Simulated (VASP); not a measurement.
Input of a VASP 6.6.1 run:

The input INCAR:

```
SYSTEM = P
PREC = Accurate
ENCUT = 600
EDIFF = 1E-6
ISMEAR = -1
SIGMA = 0.05
LREAL = .FALSE.
LASPH = .TRUE.
NELM = 60
ALGO = Normal
ISIF = 3
LWAVE = .FALSE.
LCHARG = .FALSE.
GGA = PE
IBRION = 2
NSW = 100
EDIFFG = -0.005
```

The input KPOINTS:

```
Automatic mesh
0
G
  15 15 8
  0 0 0
```

The input POSCAR:

```
P
1.0
    2.5123336524      0.0000000000      0.0000000000
   -1.2561668262      2.1757447658      0.0000000000
    0.0000000000      0.0000000000      4.0699805169
P
2
Direct
    0.3333333333      0.6666666667      0.2500000000
    0.6666666667      0.3333333333      0.7500000000
```

Potentials or basis: VASP PAW PBE potentials, release 64 (P).

Command:

```bash
$ cat potpaw_PBE.64/P/POTCAR > POTCAR
$ mpirun -np 1 vasp_std > vasp.out
```

(1) Predict the relaxed volume.

(2) Estimate the space group after relaxing (to 0.05 Å).

(3) Predict the relaxed cell.

(4) Predict the band gap on the k mesh.

Answers

(1) 14.51 Å³/atom.

(2) P6_3/mmc (No. 194).

(3) a = 2.703 Å, b = 2.703 Å, c = 4.586 Å, α = 90.00°, β = 90.00°, γ = 120.00°.

(4) zero (band 5 reaches 15.92 eV, above the bottom of band 6 at 5.07 eV).

Caveat: the volume moved by over 15 % at a fixed basis, so the end points are rough.
